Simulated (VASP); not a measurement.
The system is Si2Sn.

```
CELL_PARAMETERS angstrom
0.00000 3.00611 3.00611
3.00611 0.00000 3.00611
3.00611 3.00611 0.00000
ATOMIC_POSITIONS crystal
Si 0.25000 0.25000 0.25000
Si 0.75000 0.75000 0.75000
Sn 0.00000 0.00000 0.00000
```

```yaml
Program: VASP 6.6.1
Task: relaxation of cell and atoms
Functional: PBE
Potentials_or_basis: VASP PAW PBE potentials, release 64 (Si, Sn_d)
Cutoff: 500 eV
k_mesh: 6 × 6 × 6
Occupations: gaussian, width 0.1 eV
Spin: no spin polarisation
```

At the start: pressure 25.3 GPa; volume 18.11 Å³/atom.

Task: Where does the relaxation end?

Result: Over 4 steps the energy falls by 346.2 meV/atom and the volume is 23.76 Å³/atom (+31.2 %); space group Fm-3m (No. 225, to 0.05 Å).

Step by step:
```csv
step,energy change (eV),largest force (eV/Å),pressure (GPa),volume (Å³)
1,0.0000,0.0000,25.34,54.33
2,-0.8913,0.0000,-4.85,80.11
3,-1.0381,0.0000,0.32,70.78
4,-1.0385,0.0000,-0.04,71.27
```

Final structure:
```yaml
crystal:
  lattice:
    - [0.00000, 3.29079, 3.29079]
    - [3.29079, 0.00000, 3.29079]
    - [3.29079, 3.29079, 0.00000]
  atoms:
    - { symbol: Si, position: [0.25000, 0.25000, 0.25000] }
    - { symbol: Si, position: [0.75000, 0.75000, 0.75000] }
    - { symbol: Sn, position: [0.00000, 0.00000, 0.00000] }
```

Caveat: the volume moved by over 15 % at a fixed basis, so the end points are rough.
